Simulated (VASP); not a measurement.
# BaTiO3 in VASP: further runs

The runs below take BaTiO3 through single point, with PBEsol.

Everything below comes from runs of VASP 6.6.1. Logs are shortened: lines on timing, memory, paths and dates and some standing lists are left out, and cuts for length are marked.

## Step 1: The cell of the first run

The typed cell holds 5 atoms: a = 3.852 Å, b = 3.852 Å, c = 3.852 Å, α = 90.00°, β = 90.00°, γ = 90.00°.

## Step 2: Single point, PBEsol

Input file INCAR:

```
SYSTEM = BaTiO3
PREC     = Accurate       ! precision mode
ENCUT    = 520            ! plane-wave cutoff, eV
EDIFF    = 1E-7           ! SCF threshold, eV
ISMEAR   = 0              ! smearing method
SIGMA    = 0.01           ! smearing width, eV
LREAL    = .FALSE.        ! projectors in reciprocal space
LASPH    = .TRUE.         ! aspherical terms in the spheres
NELM     = 100            ! most SCF steps
ALGO     = Normal         ! electronic algorithm
ISIF     = 2              ! what is computed and relaxed
LWAVE    = .FALSE.        ! write WAVECAR
LCHARG   = .FALSE.        ! write CHGCAR
GGA      = PS             ! functional
NBANDS   = 28             ! bands
```

Input file KPOINTS:

```
Automatic mesh
0
G
  6 6 6
  0 0 0
```

Input file POSCAR:

```
BaTiO3
1.0
    2.7236450166      1.5724971835      2.2238268698
   -2.7236450166      1.5724971835      2.2238268698
    0.0000000000     -3.1449943670      2.2238268698
Ba Ti O
1 1 3
Direct
    0.0038500237      0.0038500237      0.0038500237
    0.5038745614      0.5038745614      0.5038745614
    0.5038245856      0.5038245856      0.0038262437
    0.0038262437      0.5038245856      0.5038245856
    0.5038245856      0.0038262437      0.5038245856
```

Potentials or basis: VASP PAW PBE potentials, release 64 (Ba_sv, Ti_sv, O).

Launch:

```bash
$ cat potpaw_PBE.64/Ba_sv/POTCAR potpaw_PBE.64/Ti_sv/POTCAR potpaw_PBE.64/O/POTCAR > POTCAR
$ mpirun -np 1 vasp_std > vasp.out
```

OUTCAR:

```text
SYSTEM = BaTiO3
   PREC = Accurate
   ENCUT = 520
   EDIFF = 1E-7
   ISMEAR = 0
   LREAL = .FALSE.
   LASPH = .TRUE.
   NELM = 100
   ISIF = 2
   GGA = PS

 ion  position               nearest neighbor table
   1  0.004  0.004  0.004-   3 2.72   4 2.72   5 2.72   4 2.72   5 2.72   4 2.72   5 2.72   3 2.72
                             3 2.72   3 2.72   5 2.72   4 2.72   2 3.34   2 3.34   2 3.34   2 3.34
   2  0.504  0.504  0.504-   3 1.93   4 1.93   5 1.93   3 1.93   5 1.93   4 1.93   1 3.34   1 3.34
                             1 3.34   1 3.34   1 3.34   1 3.34   1 3.34   1 3.34
   3  0.504  0.504  0.004-   2 1.93   2 1.93   1 2.72   1 2.72   1 2.72   1 2.72
   4  0.004  0.504  0.504-   2 1.93   2 1.93   1 2.72   1 2.72   1 2.72   1 2.72
   5  0.504  0.004  0.504-   2 1.93   2 1.93   1 2.72   1 2.72   1 2.72   1 2.72

  LATTYP: Found a simple cubic cell.
 ALAT       =     3.8518041897

  Lattice vectors:

 A1 = (   2.7236450166,   1.5724971835,   2.2238268698)
 A2 = (  -2.7236450166,   1.5724971835,   2.2238268698)
 A3 = (   0.0000000000,  -3.1449943670,   2.2238268698)

Analysis of symmetry for initial positions (statically):
=====================================================================
 Subroutine PRICEL returns:
 Original cell was already a primitive cell.

 Routine SETGRP: Setting up the symmetry group for a
 simple cubic supercell.

 Subroutine GETGRP returns: Found  6 space group operations
 (whereof  6 operations were pure point group operations)
 out of a pool of 48 trial point group operations.

The static configuration has the point symmetry C_3v.

Analysis of symmetry for dynamics (positions and initial velocities):
=====================================================================
 Subroutine PRICEL returns:
 Original cell was already a primitive cell.

 Routine SETGRP: Setting up the symmetry group for a
 simple cubic supercell.

 Subroutine GETGRP returns: Found  6 space group operations
 (whereof  6 operations were pure point group operations)
 out of a pool of 48 trial point group operations.

The dynamic configuration has the point symmetry C_3v.

 Subroutine INISYM returns: Found  6 space group operations
 (whereof  6 operations are pure point group operations),
 and found     1 'primitive' translations

----------------------------------------------------------------------------------------

                                     Primitive cell

  volume of cell :      57.1469

  direct lattice vectors                    reciprocal lattice vectors
     2.723645017  1.572497183  2.223826870     0.183577521  0.105988531  0.149891764
    -2.723645017  1.572497183  2.223826870    -0.183577521  0.105988531  0.149891764
     0.000000000 -3.144994367  2.223826870     0.000000000 -0.211977062  0.149891764

  length of vectors
     3.851804190  3.851804190  3.851804190     0.259618597  0.259618597  0.259618597

  position of ions in fractional coordinates (direct lattice)
     0.003850024  0.003850024  0.003850024
     0.503874561  0.503874561  0.503874561
     0.503824586  0.503824586  0.003826244
     0.003826244  0.503824586  0.503824586
     0.503824586  0.003826244  0.503824586

  ion indices of the primitive-cell ions
   primitive index   ion index
                 1           1
                 2           2
                 3           3
                 4           4
                 5           5

----------------------------------------------------------------------------------------

 KPOINTS: Automatic mesh

Automatic generation of k-mesh.
 Grid dimensions read from file:
 generate k-points for:    6    6    6

 Generating k-lattice:

  Cartesian coordinates                     Fractional coordinates (reciprocal lattice)
     0.030596253  0.017664755  0.024981961     0.166666667 -0.000000000  0.000000000
    -0.030596253  0.017664755  0.024981961    -0.000000000  0.166666667  0.000000000
     0.000000000 -0.035329510  0.024981961     0.000000000  0.000000000  0.166666667

  Length of vectors
     0.043269766  0.043269766  0.043269766

  Shift w.r.t. Gamma in fractional coordinates (k-lattice)
     0.000000000  0.000000000  0.000000000

 Subroutine IBZKPT returns following result:
 ===========================================

 Found     32 irreducible k-points:

 Following reciprocal coordinates:
            Coordinates               Weight
  0.000000  0.000000  0.000000      1.000000
  0.166667  0.000000  0.000000      6.000000
  0.333333  0.000000 -0.000000      6.000000
  0.500000  0.000000  0.000000      3.000000
  0.166667  0.166667  0.000000      6.000000
 -0.166667  0.166667  0.000000      6.000000
[... 16 lines left out ...]
 -0.166667  0.333333  0.333333      6.000000
  0.500000  0.333333  0.166667     12.000000
 [... further k-points ...]
   k-points           NKPTS =     32   k-points in BZ     NKDIM =     32   number of bands    NBANDS=     28
   number of dos      NEDOS =    301   number of ions     NIONS =      5
   total plane-waves  NPLWV =  27000
   dimension x,y,z NGX =    30 NGY =   30 NGZ =   30
   dimension x,y,z NGXF=    60 NGYF=   60 NGZF=   60
   ions per type =               1   1   3
   NGX,Y,Z   is equivalent  to a cutoff of  12.95, 12.95, 12.95 a.u.
   NGXF,Y,Z  is equivalent  to a cutoff of  25.90, 25.90, 25.90 a.u.
 SYSTEM =  BaTiO3
   PREC   = accura    normal or accurate (medium, high low for compatibility)
   ISTART =      0    job   : 0-new  1-cont  2-samecut
   ICHARG =      2    charge: 1-file 2-atom 10-const
   ISPIN  =      1    spin polarized calculation?
   LNONCOLLINEAR =      F non collinear calculations
   LSORBIT =      F    spin-orbit coupling
   LASPH  =      T    aspherical Exc in radial PAW
   ENCUT  =  520.0 eV  38.22 Ry    6.18 a.u.   7.16  7.16  7.16*2*pi/ulx,y,z
   NELM   =    100;   NELMIN=  2; NELMDL= -5     # of ELM steps
   EDIFF  = 0.1E-06   stopping-criterion for ELM
   LREAL  =      F    real-space projection
   EDIFFG = 0.1E-05   stopping-criterion for IOM
   NSW    =      0    number of steps for IOM
   IBRION =     -1    ionic relax: 0-MD 1-quasi-New 2-CG
   NFREE  =      0    steps in history (QN), initial steepest desc. (CG)
   ISIF   =      2    stress and relaxation
   ISYM   =      2    0-nonsym 1-usesym 2-fastsym
   POTIM  = 0.5000    time-step for ionic-motion
   TEBEG  =    0.0;   TEEND  =   0.0 temperature during run
   PSTRESS=    0.0 pullay stress
   NELECT =      40.0000    total number of electrons
   NUPDOWN=      -1.0000    fix difference up-down
   EMIN   =  10.00;   EMAX   =-10.00  energy-range for DOS
   EFERMI =   0.00;   METHOD = LEGACY
   ISMEAR =     0;   SIGMA  =   0.01  broadening in eV -4-tet -1-fermi 0-gaus
   EFERMI_NEDOS =   21; number of points for ismear=-14 and -15
   IALGO  =     38    algorithm
   IMIX   =      4    mixing-type and parameters
     AMIX     =   0.40;   BMIX     =  1.00
     AMIX_MAG =   1.60;   BMIX_MAG =  1.00
  volume/ion in A,a.u.               =      11.43        77.13
  Fermi-wavevector in a.u.,A,eV,Ry     =   1.453552  2.746815 28.746579  2.112814
  Thomas-Fermi vector in A             =   2.570805
   LORBIT       =      0    0 simple, 1 ext, 2 COOP (PROOUT), +10 PAW based schemes
   GGA     = PS    functional components
   LHFCALC =     F    Hartree Fock is set to
   AEXX    =    0.0000 exact exchange contribution
   IVDW    =     0    specifies the selected vdW correction
   LEPSILON=     F    determine dielectric tensor
   LRPA    =     F    only Hartree local field effects (RPA)
 non-spin polarized calculation
 Gauss-broadening in eV      SIGMA  =   0.01
  energy-cutoff  :      520.00
  volume of cell :       57.15
 maximum number of plane-waves:      1568
 NGX is ok and might be reduce to    30
   NGX = 15   NGY = 15   NGZ = 15

 number of electron      40.0000003 magnetization

 Free energy of the ion-electron system (eV)
  ---------------------------------------------------
  ext. energy  EPLUGINS =         0.00000000
  ---------------------------------------------------
  free energy    TOTEN  =       -41.57842450 eV

  energy without entropy =      -41.57842450  energy(sigma->0) =      -41.57842450

 E-fermi :   4.6885     XC(G=0): -12.1346

 val. band max:        4.6307549991   @ k =   0.5000   0.5000   0.5000
 cond. band min:       6.5360743245   @ k =   0.0000   0.0000   0.0000
 fundamental gap:      1.9053193254
 Fermi energy:         4.6885188789

 k-point     1 :       0.0000    0.0000    0.0000
  band No.  band energies     occupation
      1     -51.2377      2.00000
      2     -27.6408      2.00000
      3     -27.6408      2.00000
      4     -27.6408      2.00000
      5     -19.9343      2.00000
      6     -12.4126      2.00000
[... 20 lines left out ...]
     27       9.7213      0.00000
     28      13.1750      0.00000

 k-point     2 :       0.1667    0.0000    0.0000
  band No.  band energies     occupation
      1     -51.2372      2.00000
      2     -27.6652      2.00000
      3     -27.6398      2.00000
      4     -27.6398      2.00000
      5     -19.8788      2.00000
      6     -12.4931      2.00000
[... 20 lines left out ...]
     27      10.3965      0.00000
     28      13.6606      0.00000

 k-point     3 :       0.3333    0.0000   -0.0000
  band No.  band energies     occupation
      1     -51.2361      2.00000
      2     -27.7135      2.00000
      3     -27.6378      2.00000
      4     -27.6378      2.00000
      5     -19.7634      2.00000
      6     -12.7782      2.00000
[... 20 lines left out ...]
     27      11.8214      0.00000
     28      13.3741      0.00000

 k-point     4 :       0.5000    0.0000    0.0000
  band No.  band energies     occupation
      1     -51.2356      2.00000
      2     -27.7373      2.00000
      3     -27.6368      2.00000
      4     -27.6368      2.00000
      5     -19.7034      2.00000
      6     -12.9377      2.00000
[... 578 lines left out ...]
     27      13.5330      0.00000
     28      13.6649      0.00000

 k-point    23 :      -0.1667    0.3333    0.3333
  band No.  band energies     occupation
      1     -51.2341      2.00000
      2     -27.7077      2.00000
      3     -27.7061      2.00000
      4     -27.6582      2.00000
      5     -19.6163      2.00000
      6     -12.2784      2.00000
[... 20 lines left out ...]
     27      13.5331      0.00000
     28      13.6650      0.00000

 k-point    24 :       0.5000    0.3333    0.1667
  band No.  band energies     occupation
      1     -51.2336      2.00000
      2     -27.7299      2.00000
      3     -27.7053      2.00000
      4     -27.6571      2.00000
      5     -19.5785      2.00000
      6     -12.2232      2.00000
[... 20 lines left out ...]
     27      13.3739      0.00000
     28      13.9169      0.00000

 [... further k-points ...]
[... 5 lines left out ...]
  --------------------------------------------------------------------------------------
  -------------------------------------------------------------------------------------
  Total        8.1314810      8.1314810      8.1330422      0.0000000     -0.0000000      0.0000000
  in kB      227.9752141    227.9752141    228.0189839      0.0000000     -0.0000000      0.0000000
  external PRESSURE =     227.9898040 kB  Pullay stress =       0.0000000 kB

 VOLUME and BASIS-vectors are now :
 -----------------------------------------------------------------------------
  energy-cutoff  :      520.00
  volume of cell :       57.15
      direct lattice vectors                 reciprocal lattice vectors
     2.723645017  1.572497183  2.223826870     0.183577521  0.105988531  0.149891764
    -2.723645017  1.572497183  2.223826870    -0.183577521  0.105988531  0.149891764
     0.000000000 -3.144994367  2.223826870     0.000000000 -0.211977062  0.149891764

 POSITION                                       TOTAL-FORCE (eV/Angst)
 -----------------------------------------------------------------------------------
      0.00000      0.00000      0.02569         0.000000     -0.000000      0.000179
      0.00000      0.00000      3.36159         0.000000     -0.000000     -0.000869
      0.00000      1.57249      2.24935         0.000000     -0.000025      0.000230
     -1.36182     -0.78625      2.24935         0.000021      0.000012      0.000230
      1.36182     -0.78625      2.24935        -0.000021      0.000012      0.000230
 -----------------------------------------------------------------------------------
    total drift:                               -0.000000     -0.000005     -0.002006

  FREE ENERGIE OF THE ION-ELECTRON SYSTEM (eV)
  ---------------------------------------------------
  free  energy   TOTEN  =       -41.5784245041 eV

  energy  without entropy=      -41.5784245041  energy(sigma->0) =      -41.57842450
```

It took 40 s on 1 thread of Intel Xeon Platinum 8488C (Sapphire Rapids), shared host; peak memory 0.2 GiB.

What came out:

```yaml
Free_energy: -41.5784 eV
Pressure: 22.8 GPa
Band_gap_on_the_k_mesh: 1.91 eV (least direct gap 1.91 eV)
```

Levels at points of the mesh, in eV from the valence-band top:
```csv
k point,band 18,band 19,band 20,band 21,band 22,band 23
"(0.00, 0.00, 0.00)",-0.01,-0.01,-0.01,1.91,1.91,1.91
"(0.50, 0.00, 0.00)",-1.98,-0.69,-0.69,2.13,4.09,4.09
"(0.50, 0.50, 0.00)",-0.77,-0.77,-0.11,4.11,4.11,4.56
"(0.50, 0.50, 0.50)",0.00,0.00,0.00,4.93,4.93,4.93
```

Caveat: the cell stands under pressure; the PAW data sets were made with another functional, which shifts forces and pressure a little; spin-orbit coupling is left out, which moves the levels of the heavy elements.

## Step 3: Single point, PBEsol

This run uses another cell than the first one, of 11.91 Å³/atom.

Input file INCAR:

```
SYSTEM = BaTiO3
PREC = Accurate
ENCUT = 520
EDIFF = 1E-6
ISMEAR = 0
SIGMA = 0.01
LREAL = .FALSE.
LASPH = .TRUE.
NELM = 100
ALGO = Normal
ISIF = 2
LWAVE = .FALSE.
LCHARG = .FALSE.
GGA = PS
NBANDS = 28
```

KPOINTS is that of step 2.

Input file POSCAR:

```
BaTiO3
1.0
    2.7612413727      1.5942034498      2.2547037995
   -2.7612413727      1.5942034498      2.2547037995
    0.0000000000     -3.1884068996      2.2547037995
Ba Ti O
1 1 3
Direct
    0.0029901430      0.0029901430      0.0029901430
    0.5009320934      0.5009320934      0.5009320934
    0.5049268338      0.5049268338      0.0054240960
    0.0054240960      0.5049268338      0.5049268338
    0.5049268338      0.0054240960      0.5049268338
```

Potentials or basis: VASP PAW PBE potentials, release 64 (Ba_sv, Ti_sv, O).

Launch:

```bash
$ cat potpaw_PBE.64/Ba_sv/POTCAR potpaw_PBE.64/Ti_sv/POTCAR potpaw_PBE.64/O/POTCAR > POTCAR
$ mpirun -np 1 vasp_std > vasp.out
```

It took 53 s on 1 thread of Intel Xeon Platinum 8488C (Sapphire Rapids), shared host; peak memory 0.2 GiB.

It converged, with:

- Free energy: -41.8421 eV
- Pressure: 12.4 GPa
- Largest force: 0.010 eV/Å
- Band gap on the k mesh: 1.85 eV (least direct gap 1.92 eV)

Forces in eV/Å, atoms in the order of the input:
```
Ba   0.000  0.000  0.006
Ti   0.000  0.000  0.010
O    0.000  0.005 -0.005
O   -0.004 -0.002 -0.005
O    0.004 -0.002 -0.005
```

Levels at points of the mesh, in eV from the valence-band top:
| k point | band 18 | band 19 | band 20 | band 21 | band 22 | band 23 |
| --- | --- | --- | --- | --- | --- | --- |
| (0.00, 0.00, 0.00) | -0.08 | -0.07 | -0.07 | 1.85 | 1.85 | 1.86 |
| (0.50, 0.00, 0.00) | -1.93 | -0.72 | -0.71 | 2.05 | 3.88 | 3.88 |
| (0.50, 0.50, 0.00) | -0.82 | -0.82 | -0.10 | 3.89 | 3.89 | 4.32 |
| (0.50, 0.50, 0.50) | 0.00 | 0.00 | 0.00 | 4.65 | 4.66 | 4.66 |

Caveat: the cell stands under pressure; the PAW data sets were made with another functional, which shifts forces and pressure a little; spin-orbit coupling is left out, which moves the levels of the heavy elements. A k mesh can miss the band edges.

(Continued in part 2 of 2.)
